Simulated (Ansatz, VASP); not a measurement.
## BiTe in VASP and in Ansatz

File POSCAR:

```
BiTe
1.0
    2.4832754671      1.4337197594      3.1514273568
   -2.4832754671      1.4337197594      3.1514273568
    0.0000000000     -2.8674395188      3.1514273568
Bi Te
1 1
Direct
    0.5000000000      0.5000000000      0.5000000000
    0.0000000000      0.0000000000      0.0000000000
```

Contents of INCAR.step1:

```
PREC = Accurate
ENCUT = 520
ISMEAR = 0
SIGMA = 0.15
LREAL = False
LASPH = True
NELM = 80
NBANDS = 18
GGA = PE
ALGO = Normal
EDIFF = 1E-4
LWAVE = True
LCHARG = False
```

File INCAR.step2:

```
PREC = Accurate
ENCUT = 520
EDIFF = 1E-6
ISMEAR = 0
SIGMA = 0.15
LREAL = False
LASPH = True
NELM = 80
ALGO = Normal
ISIF = 2
LWAVE = False
LCHARG = True
METAGGA = R2SCAN
LMIXTAU = True
LELF = True
LVHAR = True
NBANDS = 18
ISTART = 1
```

Contents of KPOINTS:

```
Automatic mesh
0
Gamma
  12 12 12
```

Input for Ansatz:

```yaml
crystal:
  lattice:
    - [2.4832754671, 1.4337197594, 3.1514273568]
    - [-2.4832754671, 1.4337197594, 3.1514273568]
    - [0.0, -2.8674395188, 3.1514273568]
  atoms:
    - { symbol: Bi, position: [0.5, 0.5, 0.5] }
    - { symbol: Te, position: [0.0, 0.0, 0.0] }
basis:
  ecutwfc: 500
kpoints:
  mp_grid: { grid: [12, 12, 12] }
hamiltonian:
  xc: r2scan
scf:
  occupations: { method: gaussian, width: 0.15 }
output:
  forces: true
  stress: true
  eigenvalues: true
```

Change from the starting cell: strain +0.025 along x and y, -0.050 along z, atoms carried along.

Alike in both runs: task single point; functional r2SCAN; k mesh 12 × 12 × 12; occupations gaussian, width 0.15 eV; no spin polarisation.

|  | VASP | Ansatz |
| --- | --- | --- |
| version | VASP 6.6.1 | Ansatz 0.2.0 |
| potentials or method | VASP PAW PBE potentials, release 64 (Bi_d, Te), cutoff 520 eV | scalar-relativistic, plane waves, PAW |
| valence electrons in the cell | 21 | 31 |

Ansatz gave:

| Item | Value |
| --- | --- |
| gap on the k mesh at the Fermi level (eV) | none |
| pressure (GPa) | -1.5 |
| traceless stress, the component that is largest in VASP (GPa) | 1.46 |

Question: What did VASP give for the same quantities?

Answer: gap on the k mesh at the Fermi level (eV): none; pressure (GPa): -1.5; traceless stress, the component that is largest in VASP (GPa): 1.47.

VASP's potentials were made for PBE, not for r2SCAN. A gap of «none» marks a metal or a gap that the smearing closes. The functional is the same, so the differences come from potentials, cutoffs and numerics. VASP's potentials hold 21 valence electrons a cell and Ansatz's 31, so a difference there can come from the potentials and not from the codes.

Spin-orbit coupling is off throughout.
